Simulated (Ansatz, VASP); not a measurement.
# Two plane-wave programs on Ta2N

```
Ta N
1.0
     3.06184    0.00000    0.00000
    -1.53092    2.65163    0.00000
     0.00000    0.00000    4.56360
Ta N
2 1
Direct
  0.66667 0.33333 0.74669
  0.33333 0.66667 0.25331
  0.00000 0.00000 0.00000
```

Change from the starting cell: engineering shear strain xy +0.0000, normal strain along z -0.0467.

Alike in both runs: task single point; functional LDA; k mesh 15 × 15 × 8; occupations gaussian, width 0.15 eV; no spin polarisation.

```csv
,VASP,Ansatz
version,VASP 6.6.1,Ansatz 0.2.0
potentials or method,"VASP PAW LDA potentials, release 64 (Ta_pv, N), cutoff 520 eV","scalar-relativistic, plane waves, PAW"
valence electrons in the cell,27,31
```

|  | VASP | Ansatz | Ansatz less VASP |
| --- | --- | --- | --- |
| gap on the k mesh at the Fermi level (eV) | none | none | - |
| pressure (GPa) | 19.0 | 17.1 | -1.90 |
| traceless stress, the component that is largest in VASP (GPa) | 8.66 | 8.73 | +0.063 |
| rms of the force components (eV/Å) | 0.002 | 0.027 | +0.0257 |

Ansatz warns that its potentials were made for another functional, while VASP's fit it. LDA's correlation is that of Perdew and Zunger in VASP and of Perdew and Wang (1992) in Ansatz. Atom by atom the forces differ by 0.029 eV/Å (rms over components). A gap of «none» marks a metal or a gap that the smearing closes. VASP's potentials hold 27 valence electrons a cell and Ansatz's 31, so a difference there can come from the potentials and not from the codes.

Neither program's run includes spin-orbit coupling.
